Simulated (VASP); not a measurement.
Input of a VASP 6.6.1 run:

Contents of INCAR:

```
SYSTEM = Sb
ALGO = Normal ; EDIFF = 1E-6
ENCUT = 500 ; GGA_COMPAT = .False.
ISIF = 2 ; ISMEAR = 1
LASPH = .True. ; LCHARG = .True.
LELF = .True. ; LREAL = .False.
LVHAR = .True. ; LWAVE = .False.
NBANDS = 8 ; NELM = 120
PREC = Accurate ; SIGMA = 0.15
```

KPOINTS

```
k-points
0
Gamma
  12 12 12
  0 0 0
```

POSCAR

```
Sb
1.0
   -1.8116967070      1.8116967070      1.8116967070
    1.8116967070     -1.8116967070      1.8116967070
    1.8116967070      1.8116967070     -1.8116967070
Sb
1
Direct
    0.0000000000      0.0000000000      0.0000000000
```

Potentials or basis: VASP PAW LDA potentials, release 64 (Sb).

Launch:

```sh
$ cat potpaw_LDA.64/Sb/POTCAR > POTCAR
$ mpirun -np 1 vasp_std > vasp.out
```

Problem. What does it give for the pressure?

Solution. 6.3 GPa.
